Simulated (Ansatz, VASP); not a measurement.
One calculation of PbO, two programs

The input INCAR:

```
AGGAC = 1.0
AGGAX = 1.0
ALDAC = 0.0
ALDAX = 1.0
ALGO = Normal
EDIFF = 1E-6
ENCUT = 600
GGA = B5
GGA_COMPAT = F
ISIF = 2
ISMEAR = -1
LASPH = T
LCHARG = F
LREAL = F
LWAVE = F
NBANDS = 28
NELM = 120
PREC = Accurate
SIGMA = 0.05
```

The input KPOINTS:

```
k-points
0
Gamma
  7 7 6
```

Contents of POSCAR:

```
PbO
1.0
    3.9632206696      0.0000000000      0.0000000000
    0.0000000000      3.9632206696      0.0000000000
    0.0000000000      0.0000000000      4.9763748258
Pb O
2 2
Direct
    0.5000000000      0.0000000000      0.7600000000
    0.0000000000      0.5000000000      0.2400000000
    0.5000000000      0.5000000000      0.0000000000
    0.0000000000      0.0000000000      0.0000000000
```

input.yaml

```yaml
crystal:
  lattice:
    - [3.9632206696, 0.0, 0.0]
    - [0.0, 3.9632206696, 0.0]
    - [0.0, 0.0, 4.9763748258]
  atoms:
    - { symbol: Pb, position: [0.5, 0.0, 0.76] }
    - { symbol: Pb, position: [0.0, 0.5, 0.24] }
    - { symbol: O, position: [0.5, 0.5, 0.0] }
    - { symbol: O, position: [0.0, 0.0, 0.0] }
hamiltonian:
  xc: blyp
  pseudopotentials: { kind: paw }
kpoints:
  mp_grid: { grid: [7, 7, 6] }
scf:
  occupations: { method: fermi_dirac, width: 0.05 }
output:
  forces: true
  stress: true
  eigenvalues: true
```

Alike in both runs: task single point; functional BLYP; k mesh 7 × 7 × 6; occupations fermi-dirac, width 0.05 eV; no spin polarisation.

|  | VASP | Ansatz |
| --- | --- | --- |
| version | VASP 6.6.1 | Ansatz 0.2.0 |
| potentials or method | VASP PAW PBE potentials, release 64 (Pb_d, O) | Ansatz PAW |
| plane-wave cutoff (eV) | 600 | 420 |
| valence electrons in the cell | 40 | 40 |

VASP gave:

```
gap on the k mesh at the Fermi level (eV)                     : 1.49
least direct gap on the mesh (eV)                             : 2.51
pressure (GPa)                                                : 9.0
traceless stress, the component that is largest in VASP (GPa) : -1.50
rms of the force components (eV/Å)                            : 0.246
```

Problem. Estimate Ansatz's values.

Solution. gap on the k mesh at the Fermi level (eV): 1.50; least direct gap on the mesh (eV): 2.53; pressure (GPa): 8.7; traceless stress, the component that is largest in VASP (GPa): -1.52; rms of the force components (eV/Å): 0.214.

VASP's potentials were made for PBE, not for BLYP. Atom by atom the forces differ by 0.033 eV/Å (rms over components).

Neither program's run includes spin-orbit coupling. Noted on Ansatz's run: odd divisions of the mesh miss points on the zone boundary, where band edges often lie, so the gap on the mesh can be too wide.
